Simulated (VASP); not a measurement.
# Ir (Fm-3m) in VASP: single point with LDA

Aim: the single point of Ir with LDA.

All numbers are computed with VASP 6.6.1; they aren't measurements. Logs are shortened: lines on timing, memory, paths and dates and some standing lists are left out, and cuts for length are marked.

**1. The cell of the first run**

Symmetry: Fm-3m, No. 225, cubic system. Conventional cell: a = 3.810 Å, b = 3.810 Å, c = 3.810 Å, α = 90.00°, β = 90.00°, γ = 90.00°. Ir (site symmetry m-3m) has 12 Ir at 2.69 Å within 3.6 Å.

**2. Single point, LDA**

Input file INCAR:

```
SYSTEM = Ir
ALGO     = Normal         ! electronic algorithm
EDIFF    = 1E-6           ! SCF threshold, eV
ENCUT    = 560            ! plane-wave cutoff, eV
GGA_COMPAT= .FALSE.      
ISIF     = 2              ! what is computed and relaxed
ISMEAR   = 0              ! smearing method
LASPH    = .TRUE.         ! aspherical terms in the spheres
LCHARG   = .FALSE.        ! write CHGCAR
LREAL    = .FALSE.        ! projectors in reciprocal space
LWAVE    = .FALSE.        ! write WAVECAR
NBANDS   = 14             ! bands
NELM     = 120            ! most SCF steps
PREC     = Accurate       ! precision mode
SIGMA    = 0.1            ! smearing width, eV
```

Input file KPOINTS:

```
k-points
0
G
  12 12 12
  0 0 0
```

Input file POSCAR:

```
Ir
1.0
    0.0000000000      1.9048113280      1.9048113280
    1.9048113280      0.0000000000      1.9048113280
    1.9048113280      1.9048113280      0.0000000000
Ir
1
Direct
    0.0000000000      0.0000000000      0.0000000000
```

Potentials or basis: VASP PAW LDA potentials, release 64 (Ir_sv_GW).

The run is started by

```sh
$ cat potpaw_LDA.64/Ir_sv_GW/POTCAR > POTCAR
$ mpirun -np 1 vasp_std > vasp.out
```

OUTCAR:

```text
SYSTEM = Ir
   EDIFF = 1E-6
   ENCUT = 560
   ISIF = 2
   ISMEAR = 0
   LASPH = .TRUE.
   LREAL = .FALSE.
   NELM = 120
   PREC = Accurate

 ion  position               nearest neighbor table
   1  0.000  0.000  0.000-

  LATTYP: Found a face centered cubic cell.
 ALAT       =     3.8096226560

  Lattice vectors:

 A1 = (   0.0000000000,   1.9048113280,   1.9048113280)
 A2 = (   1.9048113280,   0.0000000000,   1.9048113280)
 A3 = (   1.9048113280,   1.9048113280,   0.0000000000)

Analysis of symmetry for initial positions (statically):
=====================================================================
 Subroutine PRICEL returns:
 Original cell was already a primitive cell.

 Routine SETGRP: Setting up the symmetry group for a
 face centered cubic supercell.

 Subroutine GETGRP returns: Found 48 space group operations
 (whereof 48 operations were pure point group operations)
 out of a pool of 48 trial point group operations.

The static configuration has the point symmetry O_h .

Analysis of symmetry for dynamics (positions and initial velocities):
=====================================================================
 Subroutine PRICEL returns:
 Original cell was already a primitive cell.

 Routine SETGRP: Setting up the symmetry group for a
 face centered cubic supercell.

 Subroutine GETGRP returns: Found 48 space group operations
 (whereof 48 operations were pure point group operations)
 out of a pool of 48 trial point group operations.

The dynamic configuration has the point symmetry O_h .

 Subroutine INISYM returns: Found 48 space group operations
 (whereof 48 operations are pure point group operations),
 and found     1 'primitive' translations

----------------------------------------------------------------------------------------

                                     Primitive cell

  volume of cell :      13.8225

  direct lattice vectors                    reciprocal lattice vectors
     0.000000000  1.904811328  1.904811328    -0.262493189  0.262493189  0.262493189
     1.904811328  0.000000000  1.904811328     0.262493189 -0.262493189  0.262493189
     1.904811328  1.904811328  0.000000000     0.262493189  0.262493189 -0.262493189

  length of vectors
     2.693810014  2.693810014  2.693810014     0.454651540  0.454651540  0.454651540

  position of ions in fractional coordinates (direct lattice)
     0.000000000  0.000000000  0.000000000

  ion indices of the primitive-cell ions
   primitive index   ion index
                 1           1

----------------------------------------------------------------------------------------

 KPOINTS: k-points

Automatic generation of k-mesh.
 Grid dimensions read from file:
 generate k-points for:   12   12   12

 Generating k-lattice:

  Cartesian coordinates                     Fractional coordinates (reciprocal lattice)
    -0.021874432  0.021874432  0.021874432     0.083333333  0.000000000  0.000000000
     0.021874432 -0.021874432  0.021874432     0.000000000  0.083333333  0.000000000
     0.021874432  0.021874432 -0.021874432     0.000000000  0.000000000  0.083333333

  Length of vectors
     0.037887628  0.037887628  0.037887628

  Shift w.r.t. Gamma in fractional coordinates (k-lattice)
     0.000000000  0.000000000  0.000000000

 Subroutine IBZKPT returns following result:
 ===========================================

 Found     72 irreducible k-points:

 Following reciprocal coordinates:
            Coordinates               Weight
  0.000000  0.000000  0.000000      1.000000
  0.083333  0.000000  0.000000      8.000000
  0.166667  0.000000  0.000000      8.000000
  0.250000  0.000000  0.000000      8.000000
  0.333333  0.000000  0.000000      8.000000
  0.416667  0.000000  0.000000      8.000000
[... 16 lines left out ...]
  0.500000  0.166667  0.000000     24.000000
 -0.416667  0.166667  0.000000     24.000000
 [... further k-points ...]
   k-points           NKPTS =     72   k-points in BZ     NKDIM =     72   number of bands    NBANDS=     14
   number of dos      NEDOS =    301   number of ions     NIONS =      1
   total plane-waves  NPLWV =  13824
   dimension x,y,z NGX =    24 NGY =   24 NGZ =   24
   dimension x,y,z NGXF=    48 NGYF=   48 NGZF=   48
   ions per type =               1
   NGX,Y,Z   is equivalent  to a cutoff of  14.81, 14.81, 14.81 a.u.
   NGXF,Y,Z  is equivalent  to a cutoff of  29.62, 29.62, 29.62 a.u.
 SYSTEM =  Ir
   PREC   = accura    normal or accurate (medium, high low for compatibility)
   ISTART =      0    job   : 0-new  1-cont  2-samecut
   ICHARG =      2    charge: 1-file 2-atom 10-const
   ISPIN  =      1    spin polarized calculation?
   LNONCOLLINEAR =      F non collinear calculations
   LSORBIT =      F    spin-orbit coupling
   LASPH  =      T    aspherical Exc in radial PAW
   ENCUT  =  560.0 eV  41.16 Ry    6.42 a.u.   5.20  5.20  5.20*2*pi/ulx,y,z
   NELM   =    120;   NELMIN=  2; NELMDL= -5     # of ELM steps
   EDIFF  = 0.1E-05   stopping-criterion for ELM
   LREAL  =      F    real-space projection
   EDIFFG = 0.1E-04   stopping-criterion for IOM
   NSW    =      0    number of steps for IOM
   IBRION =     -1    ionic relax: 0-MD 1-quasi-New 2-CG
   NFREE  =      0    steps in history (QN), initial steepest desc. (CG)
   ISIF   =      2    stress and relaxation
   ISYM   =      2    0-nonsym 1-usesym 2-fastsym
   POTIM  = 0.5000    time-step for ionic-motion
   TEBEG  =    0.0;   TEEND  =   0.0 temperature during run
   PSTRESS=    0.0 pullay stress
   NELECT =      17.0000    total number of electrons
   NUPDOWN=      -1.0000    fix difference up-down
   EMIN   =  10.00;   EMAX   =-10.00  energy-range for DOS
   EFERMI =   0.00;   METHOD = LEGACY
   ISMEAR =     0;   SIGMA  =   0.10  broadening in eV -4-tet -1-fermi 0-gaus
   EFERMI_NEDOS =   21; number of points for ismear=-14 and -15
   IALGO  =     38    algorithm
   IMIX   =      4    mixing-type and parameters
     AMIX     =   0.40;   BMIX     =  1.00
     AMIX_MAG =   1.60;   BMIX_MAG =  1.00
  volume/ion in A,a.u.               =      13.82        93.28
  Fermi-wavevector in a.u.,A,eV,Ry     =   1.753998  3.314576 41.858461  3.076510
  Thomas-Fermi vector in A             =   2.824025
   LORBIT       =      0    0 simple, 1 ext, 2 COOP (PROOUT), +10 PAW based schemes
   GGA     = CA    functional components
   LHFCALC =     F    Hartree Fock is set to
   AEXX    =    0.0000 exact exchange contribution
   IVDW    =     0    specifies the selected vdW correction
   LEPSILON=     F    determine dielectric tensor
   LRPA    =     F    only Hartree local field effects (RPA)
 non-spin polarized calculation
 Gauss-broadening in eV      SIGMA  =   0.10
  energy-cutoff  :      560.00
  volume of cell :       13.82
 maximum number of plane-waves:       444
 NGX is ok and might be reduce to    24
   NGX = 11   NGY = 11   NGZ = 11

 number of electron      17.0000000 magnetization

 Free energy of the ion-electron system (eV)
  ---------------------------------------------------
  ext. energy  EPLUGINS =         0.00000000
  ---------------------------------------------------
  free energy    TOTEN  =       -10.92636956 eV

  energy without entropy =      -10.92389141  energy(sigma->0) =      -10.92513048

 E-fermi :  13.1623     XC(G=0): -14.9336

 val. band max:       13.1539196168   @ k =  -0.2500   0.0833   0.0000
 cond. band min:      13.2977188754   @ k =   0.3333   0.1667   0.0833
 fundamental gap:      0.1437992586
 Fermi energy:        13.1622791879

 k-point     1 :       0.0000    0.0000    0.0000
  band No.  band energies     occupation
      1     -79.5010      2.00000
      2     -36.1390      2.00000
      3     -36.1390      2.00000
      4     -36.1390      2.00000
      5       1.7815      2.00000
      6       9.0664      2.00000
      7       9.0664      2.00000
      8       9.0664      2.00000
      9      11.8855      2.00000
     10      11.8855      2.00000
     11      26.6960      0.00000
     12      32.2958      0.00000
     13      32.2958      0.00000
     14      32.2958      0.00000

 k-point     2 :       0.0833    0.0000    0.0000
  band No.  band energies     occupation
      1     -79.4963      2.00000
      2     -36.2000      2.00000
      3     -36.1472      2.00000
      4     -36.1472      2.00000
      5       2.0979      2.00000
      6       8.9004      2.00000
      7       9.2002      2.00000
      8       9.2002      2.00000
      9      11.7987      2.00000
     10      11.7987      2.00000
     11      27.2454      0.00000
     12      31.0314      0.00000
     13      32.8328      0.00000
     14      32.8328      0.00000

 k-point     3 :       0.1667    0.0000    0.0000
  band No.  band energies     occupation
      1     -79.4822      2.00000
      2     -36.3625      2.00000
      3     -36.1695      2.00000
      4     -36.1695      2.00000
      5       2.9607      2.00000
      6       8.5716      2.00000
      7       9.4733      2.00000
      8       9.4733      2.00000
      9      11.7120      2.00000
     10      11.7120      2.00000
     11      28.3746      0.00000
     12      29.1209      0.00000
     13      34.3512      0.00000
     14      34.3512      0.00000

 k-point     4 :       0.2500    0.0000    0.0000
  band No.  band energies     occupation
      1     -79.4635      2.00000
      2     -36.5821      2.00000
      3     -36.1999      2.00000
      4     -36.1999      2.00000
      5       4.0275      2.00000
      6       8.5622      2.00000
      7       9.5273      2.00000
      8       9.5273      2.00000
      9      12.0558      2.00000
     10      12.0558      2.00000
     11      26.6660      0.00000
     12      29.5838      0.00000
     13      36.5556      0.00000
     14      36.5556      0.00000

 k-point     5 :       0.3333    0.0000    0.0000
  band No.  band energies     occupation
      1     -79.4453      2.00000
      2     -36.7968      2.00000
      3     -36.2308      2.00000
      4     -36.2308      2.00000
      5       4.6675      2.00000
      6       9.2985      2.00000
      7       9.2985      2.00000
      8       9.5277      2.00000
      9      12.8757      1.99995
     10      12.8757      1.99995
     11      24.4573      0.00000
[... 276 lines left out ...]
 k-point    22 :       0.4167    0.1667    0.0000
  band No.  band energies     occupation
      1     -79.4299      2.00000
      2     -36.8289      2.00000
      3     -36.3440      2.00000
      4     -36.3107      2.00000
      5       5.5992      2.00000
      6       8.1460      2.00000
      7       8.8501      2.00000
      8      10.1829      2.00000
      9      13.9765      0.00000
     10      14.3198      0.00000
     11      23.7574      0.00000
     12      28.9776      0.00000
     13      31.3533      0.00000
     14      33.6163      0.00000

 k-point    23 :       0.5000    0.1667    0.0000
  band No.  band energies     occupation
      1     -79.4202      2.00000
      2     -36.9200      2.00000
      3     -36.3908      2.00000
      4     -36.3115      2.00000
      5       5.6627      2.00000
      6       8.1592      2.00000
      7       9.6939      2.00000
      8       9.9360      2.00000
      9      14.1449      0.00000
     10      16.4128      0.00000
     11      20.8621      0.00000
     12      28.2390      0.00000
     13      31.2456      0.00000
     14      31.9381      0.00000

 k-point    24 :      -0.4167    0.1667    0.0000
  band No.  band energies     occupation
      1     -79.4187      2.00000
      2     -36.9273      2.00000
      3     -36.4196      2.00000
      4     -36.2931      2.00000
      5       5.7356      2.00000
      6       8.1808      2.00000
      7       9.8195      2.00000
      8      10.0529      2.00000
      9      13.5852      0.00000
     10      17.0184      0.00000
     11      20.5713      0.00000
     12      28.1300      0.00000
     13      30.5023      0.00000
     14      32.4751      0.00000

 [... further k-points ...]
[... 5 lines left out ...]
  --------------------------------------------------------------------------------------
  -------------------------------------------------------------------------------------
  Total       -0.0309199     -0.0309199     -0.0309199      0.0000000      0.0000000      0.0000000
  in kB       -3.5839537     -3.5839537     -3.5839537      0.0000000      0.0000000      0.0000000
  external PRESSURE =      -3.5839537 kB  Pullay stress =       0.0000000 kB

 VOLUME and BASIS-vectors are now :
 -----------------------------------------------------------------------------
  energy-cutoff  :      560.00
  volume of cell :       13.82
      direct lattice vectors                 reciprocal lattice vectors
     0.000000000  1.904811328  1.904811328    -0.262493189  0.262493189  0.262493189
     1.904811328  0.000000000  1.904811328     0.262493189 -0.262493189  0.262493189
     1.904811328  1.904811328  0.000000000     0.262493189  0.262493189 -0.262493189

 POSITION                                       TOTAL-FORCE (eV/Angst)
 -----------------------------------------------------------------------------------
      0.00000      0.00000      0.00000        -0.000000     -0.000000     -0.000000
 -----------------------------------------------------------------------------------
    total drift:                                0.000000      0.000000      0.000000

  FREE ENERGIE OF THE ION-ELECTRON SYSTEM (eV)
  ---------------------------------------------------
  free  energy   TOTEN  =       -10.9263695633 eV

  energy  without entropy=      -10.9238914062  energy(sigma->0) =      -10.92513048
```

Run time: 10 s. Hardware: 1 thread of Intel Xeon Platinum 8259CL at 2.50GHz (Skylake/Cascade Lake), shared host; peak memory 0.15 GiB.

Results:

* Free energy: -10.9264 eV
* Pressure: -0.4 GPa
* Band gap on the k mesh: zero (an odd number of electrons rules out a gap without spin polarisation)

Levels at points of the mesh, in eV from the Fermi level:
```csv
k point,band 5,band 6,band 7,band 8,band 9,band 10,band 11,band 12
"(0.00, 0.00, 0.00)",-11.38,-4.10,-4.10,-4.10,-1.28,-1.28,13.53,19.13
"(0.50, 0.00, 0.00)",-8.40,-4.20,-4.20,-0.80,0.90,0.90,7.48,13.20
"(0.50, 0.50, 0.00)",-8.23,-7.66,0.88,1.50,1.50,1.70,10.82,11.55
```

Caveat: spin-orbit coupling is left out, which moves the levels of the heavy elements.

The gap in the log of VASP goes by the Fermi energy; the results here count the filled bands.